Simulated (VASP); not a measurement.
Wanted: the native input for a VASP 6.6.1 run.

| Property | Result |
| --- | --- |
| Task | G0W0 quasiparticle levels |
| Functional | PBE |
| Potentials or basis | VASP PAW PBE potentials, release 64 (Cd_GW, S_GW) |
| Cutoff | 500 eV |
| k mesh | 2 × 2 × 2 |
| Occupations | gaussian, width 0.01 eV |
| Spin | no spin polarisation |
| Dipole correction | no |
| GW scheme | G0W0 |
| GW iterations | 1 |
| Cutoff of the response function | 180 |
| Frequency points | 48 |
| Empty bands | 483 |
| Further INCAR settings | ALGO = EVGW0; EDIFF = 1e-08; NBANDS = 492 |

CdS:

```
Cd S
1.0
     0.00000    2.90900    2.90900
     2.90900    0.00000    2.90900
     2.90900    2.90900    0.00000
Cd S
1 1
Direct
  0.00000 0.00000 0.00000
  0.25000 0.25000 0.25000
```

These files were run (other wordings do the same):

POSCAR

```
CdS
1.0
    0.0000000000      2.9090000000      2.9090000000
    2.9090000000      0.0000000000      2.9090000000
    2.9090000000      2.9090000000      0.0000000000
Cd S
1 1
Direct
    0.0000000000      0.0000000000      0.0000000000
    0.2500000000      0.2500000000      0.2500000000
```

INCAR.step1

```
SYSTEM = CdS
PREC = Accurate ; ENCUT = 500
EDIFF = 1E-8 ; ISMEAR = 0
SIGMA = 0.01 ; LREAL = .False.
LASPH = .True. ; NELM = 60
ALGO = Normal ; LWAVE = .True.
LCHARG = .False. ; GGA = PE
```

INCAR.step2

```
SYSTEM = CdS
PREC = Accurate ; ENCUT = 500
EDIFF = 1E-8 ; ISMEAR = 0
SIGMA = 0.01 ; LREAL = .False.
LASPH = .True. ; NELM = 1
ALGO = Exact ; LWAVE = .True.
LCHARG = .False. ; GGA = PE
NBANDS = 492 ; LOPTICS = .True.
ISTART = 1
```

INCAR.step3

```
SYSTEM = CdS
PREC = Accurate ; ENCUT = 500
EDIFF = 1E-8 ; ISMEAR = 0
SIGMA = 0.01 ; LREAL = .False.
LASPH = .True. ; ALGO = EVGW0
LWAVE = .False. ; LCHARG = .False.
GGA = PE ; NELMGW = 1
NBANDS = 492 ; ENCUTGW = 180.0
NOMEGA = 48 ; PRECFOCK = Fast
ISTART = 1 ; NBANDSGW = 17
```

KPOINTS

```
regular mesh
0
Gamma
  2 2 2
  0 0 0
```

Potentials or basis: VASP PAW PBE potentials, release 64 (Cd_GW, S_GW).

The run is started by

```sh
$ cat potpaw_PBE.64/Cd_GW/POTCAR potpaw_PBE.64/S_GW/POTCAR > POTCAR
$ cp INCAR.step1 INCAR
$ mpirun -np 1 vasp_std > vasp.out
$ cp INCAR.step2 INCAR
$ mpirun -np 1 vasp_std > vasp.out
$ cp INCAR.step3 INCAR
$ mpirun -np 1 vasp_std > vasp.out
```

It gave:

```
Quasiparticle gap                                   : 1.59 eV
Least direct quasiparticle gap                      : 1.59 eV
Band gap of the starting levels on the mesh         : 1.00 eV
Least direct gap of the starting levels on the mesh : 1.00 eV
```

Caveat: the k points lie up to 0.94 Å⁻¹ apart; bands, screening cutoff and mesh are small and nothing is extrapolated, so the quasiparticle values aren't converged.

It took 2.5 min on 1 thread of Intel Xeon 8259CL, with other jobs on the host, peak memory 0.34 GiB.
